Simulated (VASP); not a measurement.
Here is a VASP 6.6.1 calculation.

Contents of INCAR:

```
PREC = Accurate
ENCUT = 520
EDIFF = 1E-7
ISMEAR = 0
SIGMA = 0.05
LREAL = False
LASPH = True
NELM = 60
ALGO = Normal
ISIF = 2
LWAVE = False
LCHARG = False
GGA = PE
NBANDS = 24
```

Contents of KPOINTS:

```
regular mesh
0
Gamma
  6 6 6
```

POSCAR

```
KMgF3
1.0
    3.9859000000     -0.0199295000      0.0000000000
   -0.0199295000      3.9859000000      0.0000000000
    0.0000000000      0.0000000000      3.9859000000
K Mg F
1 1 3
Direct
    0.5000000000      0.5000000000      0.5000000000
    0.0000000000      0.0000000000      0.0000000000
    0.5000000000      0.0000000000      0.0000000000
    0.0000000000      0.5000000000      0.0000000000
    0.0000000000      0.0000000000      0.5000000000
```

Potentials or basis: VASP PAW PBE potentials, release 64 (K_sv, Mg, F).

Command:

```sh
$ cat potpaw_PBE.64/K_sv/POTCAR potpaw_PBE.64/Mg/POTCAR potpaw_PBE.64/F/POTCAR > POTCAR
$ mpirun -np 1 vasp_std > vasp.out
```

Question: Predict the band gap on the k mesh.

Answer: 7.30 eV, indirect (least direct gap 7.61 eV).

Question: What does it give for the pressure?

Answer: 3.4 GPa.

Stress tensor (GPa, compression positive):
```
3.38 0.49 0.00
0.49 3.38 0.00
0.00 0.00 3.38
```

Caveat: the cell differs from its parent crystal (strain -0.0100 x Voigt [0, 0, 0, 0, 0, 1]). A k mesh can miss the band edges.
